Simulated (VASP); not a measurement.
Here is a VASP 6.6.1 calculation.

Contents of INCAR:

```
ALGO     = Normal         # electronic algorithm
EDIFF    = 1E-6           # SCF threshold, eV
EDIFFG   = -0.04          # ionic threshold
ENCUT    = 600            # plane-wave cutoff, eV
GGA      = PE             # functional
IBRION   = 2              # ionic algorithm
ISIF     = 3              # what is computed and relaxed
ISMEAR   = 0              # smearing method
LASPH    = True           # aspherical terms in the spheres
LCHARG   = False          # write CHGCAR
LREAL    = False          # projectors in reciprocal space
LWAVE    = False          # write WAVECAR
NELM     = 60             # most SCF steps
NSW      = 90             # ionic steps
PREC     = Accurate       # precision mode
SIGMA    = 0.1            # smearing width, eV
```

Contents of KPOINTS:

```
k-points
0
Gamma
  4 4 4
```

POSCAR

```
Ba2Au3
1.0
    5.2684353200      0.0000000000      0.0000000000
    0.0000000000      5.2684353200      0.0000000000
    0.0000000000      0.0000000000      5.2684353200
Ba Au
2 3
Direct
    0.5000000000      0.5000000000      0.5000000000
    0.0000000000      0.0000000000      0.0000000000
    0.0000000000      0.5000000000      0.5000000000
    0.5000000000      0.0000000000      0.5000000000
    0.5000000000      0.5000000000      0.0000000000
```

Potentials or basis: VASP PAW PBE potentials, release 64 (Ba_sv, Au).

Launch:

```bash
$ cat potpaw_PBE.64/Ba_sv/POTCAR potpaw_PBE.64/Au/POTCAR > POTCAR
$ mpirun -np 1 vasp_std > vasp.out
```

Task: What does it give for the relaxed volume?

Result: 42.88 Å³/atom.

Task: Predict the space group after relaxing (to 0.1 Å).

Result: Pm-3m (No. 221).

Final structure:
```
CELL_PARAMETERS angstrom
5.98538 0.00000 0.00000
0.00000 5.98538 0.00000
0.00000 0.00000 5.98538
ATOMIC_POSITIONS crystal
Ba 0.50000 0.50000 0.50000
Ba 0.00000 0.00000 0.00000
Au 0.00000 0.50000 0.50000
Au 0.50000 0.00000 0.50000
Au 0.50000 0.50000 0.00000
```

Caveat: the volume moved by over 15 % at a fixed basis, so the end points are rough.
